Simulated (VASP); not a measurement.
# Cd (Fm-3m) in VASP: further runs

The runs below take Cd through single point, with PBEsol+D4.

All numbers are computed with VASP 6.6.1; they aren't measurements. Logs are shortened: lines on timing, memory, paths and dates and some standing lists are left out, and cuts for length are marked.

**1. The cell of the first run**

It takes space group Fm-3m (No. 225, cubic). Conventional cell: a = 4.407 Å, b = 4.407 Å, c = 4.407 Å, α = 90.00°, β = 90.00°, γ = 90.00°. Within 4.1 Å of Cd (site symmetry m-3m) lie 12 Cd at 3.12 Å.

**2. Single point, PBEsol+D4, non-collinear spin, typed start, spin-orbit coupling (volume scaled by 0.98)**

INCAR reads:

```
SYSTEM = Cd
PREC = Accurate
ENCUT = 520
EDIFF = 1E-7
ISMEAR = 1
SIGMA = 0.05
LREAL = .False.
LASPH = .True.
NELM = 150
ALGO = Normal
ISIF = 2
LWAVE = .False.
LCHARG = .False.
LNONCOLLINEAR = .True.
MAGMOM = 0 0 0.5
LORBIT = 11
LSORBIT = .True.
GGA_COMPAT = .False.
LORBMOM = .True.
GGA = PS
IVDW = 13
NBANDS = 23
```

KPOINTS reads:

```
regular mesh
0
Gamma
  8 8 8
  0 0 0
```

POSCAR reads:

```
Cd
1.0
    0.0000000000      2.2032623904      2.2032623904
    2.2032623904      0.0000000000      2.2032623904
    2.2032623904      2.2032623904      0.0000000000
Cd
1
Direct
    0.0000000000      0.0000000000      0.0000000000
```

Potentials or basis: VASP PAW PBE potentials, release 64 (Cd).

Run with:

```bash
$ cat potpaw_PBE.64/Cd/POTCAR > POTCAR
$ mpirun -np 1 vasp_ncl > vasp.out
```

OUTCAR:

```text
SYSTEM = Cd
   PREC = Accurate
   ENCUT = 520
   EDIFF = 1E-7
   ISMEAR = 1
   LREAL = .False.
   LASPH = .True.
   NELM = 150
   ISIF = 2
   LNONCOLLINEAR = .True.
   LORBIT = 11
   LSORBIT = .True.
   GGA = PS
   IVDW = 13

 ion  position               nearest neighbor table
   1  0.000  0.000  0.000-

  LATTYP: Found a face centered cubic cell.
 ALAT       =     4.4065247808

  Lattice vectors:

 A1 = (   0.0000000000,   2.2032623904,   2.2032623904)
 A2 = (   2.2032623904,   0.0000000000,   2.2032623904)
 A3 = (   2.2032623904,   2.2032623904,   0.0000000000)

Analysis of symmetry for initial positions (statically):
=====================================================================
 Subroutine PRICEL returns:
 Original cell was already a primitive cell.

 Routine SETGRP: Setting up the symmetry group for a
 face centered cubic supercell.

 Subroutine GETGRP returns: Found 48 space group operations
 (whereof 48 operations were pure point group operations)
 out of a pool of 48 trial point group operations.

The static configuration has the point symmetry O_h .

Analysis of symmetry for dynamics (positions and initial velocities):
=====================================================================
 Subroutine PRICEL returns:
 Original cell was already a primitive cell.

 Routine SETGRP: Setting up the symmetry group for a
 face centered cubic supercell.

 Subroutine GETGRP returns: Found 48 space group operations
 (whereof 48 operations were pure point group operations)
 out of a pool of 48 trial point group operations.

The dynamic configuration has the point symmetry O_h .

Analysis of structural, dynamic, and magnetic symmetry:
=====================================================================
 Subroutine PRICEL returns:
 Original cell was already a primitive cell.

 Routine SETGRP: Setting up the symmetry group for a
 face centered cubic supercell.

 Subroutine GETGRP returns: Found  8 space group operations
 (whereof  8 operations were pure point group operations)
 out of a pool of 48 trial point group operations.

The overall configuration has the point symmetry C_4h.

 Subroutine INISYM returns: Found  8 space group operations
 (whereof  8 operations are pure point group operations),
 and found     1 'primitive' translations

----------------------------------------------------------------------------------------

                                     Primitive cell

  volume of cell :      21.3909

  direct lattice vectors                    reciprocal lattice vectors
     0.000000000  2.203262390  2.203262390    -0.226936203  0.226936203  0.226936203
     2.203262390  0.000000000  2.203262390     0.226936203 -0.226936203  0.226936203
     2.203262390  2.203262390  0.000000000     0.226936203  0.226936203 -0.226936203

  length of vectors
     3.115883554  3.115883554  3.115883554     0.393065033  0.393065033  0.393065033

  position of ions in fractional coordinates (direct lattice)
     0.000000000  0.000000000  0.000000000

  ion indices of the primitive-cell ions
   primitive index   ion index
                 1           1

----------------------------------------------------------------------------------------

 KPOINTS: regular mesh

Automatic generation of k-mesh.
 Grid dimensions read from file:
 generate k-points for:    8    8    8

 Generating k-lattice:

  Cartesian coordinates                     Fractional coordinates (reciprocal lattice)
    -0.028367025  0.028367025  0.028367025     0.125000000  0.000000000  0.000000000
     0.028367025 -0.028367025  0.028367025     0.000000000  0.125000000  0.000000000
     0.028367025  0.028367025 -0.028367025     0.000000000  0.000000000  0.125000000

  Length of vectors
     0.049133129  0.049133129  0.049133129

  Shift w.r.t. Gamma in fractional coordinates (k-lattice)
     0.000000000  0.000000000  0.000000000

 Subroutine IBZKPT returns following result:
 ===========================================

 Found     78 irreducible k-points:

 Following reciprocal coordinates:
[... 46 lines left out ...]
   EDIFFG = 0.1E-05   stopping-criterion for IOM
   NSW    =      0    number of steps for IOM
   IBRION =     -1    ionic relax: 0-MD 1-quasi-New 2-CG
   NFREE  =      0    steps in history (QN), initial steepest desc. (CG)
   ISIF   =      2    stress and relaxation
   ISYM   =      2    0-nonsym 1-usesym 2-fastsym
   POTIM  = 0.5000    time-step for ionic-motion
   TEBEG  =    0.0;   TEEND  =   0.0 temperature during run
   PSTRESS=    0.0 pullay stress
   NELECT =      12.0000    total number of electrons
   NUPDOWN=      -1.0000    fix difference up-down
   EMIN   =  10.00;   EMAX   =-10.00  energy-range for DOS
   EFERMI =   0.00;   METHOD = LEGACY
   ISMEAR =     1;   SIGMA  =   0.05  broadening in eV -4-tet -1-fermi 0-gaus
   EFERMI_NEDOS =   21; number of points for ismear=-14 and -15
   IALGO  =     38    algorithm
   IMIX   =      4    mixing-type and parameters
     AMIX     =   0.40;   BMIX     =  1.00
     AMIX_MAG =   1.60;   BMIX_MAG =  1.00
  volume/ion in A,a.u.               =      21.39       144.35
  Fermi-wavevector in a.u.,A,eV,Ry     =   1.350182  2.551474 24.803309  1.822992
  Thomas-Fermi vector in A             =   2.477708
   LORBIT       =     11    0 simple, 1 ext, 2 COOP (PROOUT), +10 PAW based schemes
   GGA     = PS    functional components
   LHFCALC =     F    Hartree Fock is set to
   AEXX    =    0.0000 exact exchange contribution
   IVDW    =    13    specifies the selected vdW correction
   LEPSILON=     F    determine dielectric tensor
   LRPA    =     F    only Hartree local field effects (RPA)
 Methfessel and Paxton  Order N= 1 SIGMA  =   0.05
  energy-cutoff  :      520.00
  volume of cell :       21.39
 maximum number of plane-waves:      1176
   NGX = 11   NGY = 11   NGZ = 11

 number of electron      12.0000007 magnetization      -0.0000000     -0.0000000     -0.0147015

 number of electron      12.0000007 magnetization      -0.0000000     -0.0000000      0.0007228

 number of electron      12.0000007 magnetization       0.0000000      0.0000000      0.0001600

 number of electron      12.0000006 magnetization       0.0000000      0.0000000     -0.0000118

 Free energy of the ion-electron system (eV)
  ---------------------------------------------------
  ext. energy  EPLUGINS =         0.00000000
  ---------------------------------------------------
  free energy    TOTEN  =        -1.21019499 eV

  energy without entropy =       -1.21005836  energy(sigma->0) =       -1.21014945

 E-fermi :   2.5134     XC(G=0): -11.2720

 val. band max:        2.3582803480   @ k =   0.1250  -0.3750   0.3750
 cond. band min:       2.5430329038   @ k =   0.5000   0.1250   0.0000
 fundamental gap:      0.1847525558
 Fermi energy:         2.5134018448

 k-point     1 :       0.0000    0.0000    0.0000
  band No.  band energies     occupation
      1      -6.6133      1.00000
      2      -6.6133      1.00000
      3      -6.6133      1.00000
      4      -6.6133      1.00000
      5      -6.1740      1.00000
      6      -6.1740      1.00000
[... 613 lines left out ...]
     22      19.4630      0.00000
     23      20.7333      0.00000

 [... further k-points ...]

------------------------ aborting loop because EDIFF is reached ----------------------------------------

  DFT-D4 for vdW energy calculation

  Edisp (eV):   -0.23847

  FORCE on cell =-STRESS in cart. coord.  units (eV):
  Direction    XX          YY          ZZ          XY          YZ          ZX
  --------------------------------------------------------------------------------------
  -------------------------------------------------------------------------------------
  Total      -0.34302    -0.34302    -0.34304    -0.00000    -0.00000     0.00000
  in kB     -25.69225   -25.69225   -25.69361    -0.00000    -0.00000     0.00000
  external pressure =      -25.69 kB  Pullay stress =        0.00 kB

 VOLUME and BASIS-vectors are now :
 -----------------------------------------------------------------------------
  energy-cutoff  :      520.00
  volume of cell :       21.39
      direct lattice vectors                 reciprocal lattice vectors
     0.000000000  2.203262390  2.203262390    -0.226936203  0.226936203  0.226936203
     2.203262390  0.000000000  2.203262390     0.226936203 -0.226936203  0.226936203
     2.203262390  2.203262390  0.000000000     0.226936203  0.226936203 -0.226936203

 POSITION                                       TOTAL-FORCE (eV/Angst)
 -----------------------------------------------------------------------------------
      0.00000      0.00000      0.00000         0.000000      0.000000      0.000000
 -----------------------------------------------------------------------------------
    total drift:                               -0.000000      0.000000     -0.000000

  FREE ENERGIE OF THE ION-ELECTRON SYSTEM (eV)
  ---------------------------------------------------
  free  energy   TOTEN  =        -1.4486647359 eV

  energy  without entropy=       -1.4485281028  energy(sigma->0) =       -1.44861919

 orbital moment (x)

 # of ion     p       d       tot
 ----------------------------------------
  1         0.000  -0.000  -0.000
 ----------------------------------------
            0.000  -0.000  -0.000

 orbital moment (y)

 # of ion     p       d       tot
 ----------------------------------------
  1         0.000   0.000   0.000
 ----------------------------------------
            0.000   0.000   0.000

 orbital moment (z)

 # of ion     p       d       tot
 ----------------------------------------
  1         0.000   0.000   0.000
 ----------------------------------------
            0.000   0.000   0.000

 Spin-Orbit-Coupling matrix elements

 Ion:    1  E_soc:     -0.0587972
 l=   1
     0.0000000    -0.0025888    -0.0025888
    -0.0025888     0.0000000    -0.0025888
    -0.0025888    -0.0025888     0.0000000
 l=   2
     0.0000000    -0.0014318     0.0000000    -0.0014318    -0.0057790
    -0.0014318     0.0000000    -0.0043342    -0.0014318    -0.0014447
     0.0000000    -0.0043342     0.0000000    -0.0043342     0.0000000
    -0.0014318    -0.0014318    -0.0043342     0.0000000    -0.0014447
    -0.0057790    -0.0014447     0.0000000    -0.0014447     0.0000000
 l=   3
     0.0000000     0.0000000     0.0000000     0.0000000     0.0000000     0.0000000     0.0000000
     0.0000000     0.0000000     0.0000000     0.0000000     0.0000000     0.0000000     0.0000000
     0.0000000     0.0000000     0.0000000     0.0000000     0.0000000     0.0000000     0.0000000
     0.0000000     0.0000000     0.0000000     0.0000000     0.0000000     0.0000000     0.0000000
     0.0000000     0.0000000     0.0000000     0.0000000     0.0000000     0.0000000     0.0000000
     0.0000000     0.0000000     0.0000000     0.0000000     0.0000000     0.0000000     0.0000000
     0.0000000     0.0000000     0.0000000     0.0000000     0.0000000     0.0000000     0.0000000

 total charge

# of ion       s       p       d       tot
------------------------------------------
    1        0.535   0.292   9.484  10.312

 magnetization (x)

# of ion       s       p       d       tot
------------------------------------------
    1        0.000   0.000   0.000   0.000

 magnetization (y)

# of ion       s       p       d       tot
------------------------------------------
    1        0.000   0.000   0.000   0.000

 magnetization (z)

# of ion       s       p       d       tot
------------------------------------------
    1       -0.000  -0.000   0.000  -0.000
```

Run time: 41 s. Hardware: 1 thread of Intel Xeon 6975P-C (Granite Rapids), shared host; peak memory 0.22 GiB.

What came out:

| Property | Result |
| --- | --- |
| Free energy | -1.4487 eV |
| Pressure | -2.6 GPa |
| Net moment | 0.00 μB per cell |
| Valence electrons inside the program's atomic spheres | Cd 10.31 |
| Dispersion energy per atom | -0.238 eV |

Moments on the atoms (μB; x, y, z):
```
Cd  0.00 0.00 0.00
```

Caveat: the PAW data sets were made with another functional, which shifts forces and pressure a little.

(Part 1 of 2 ends here.)
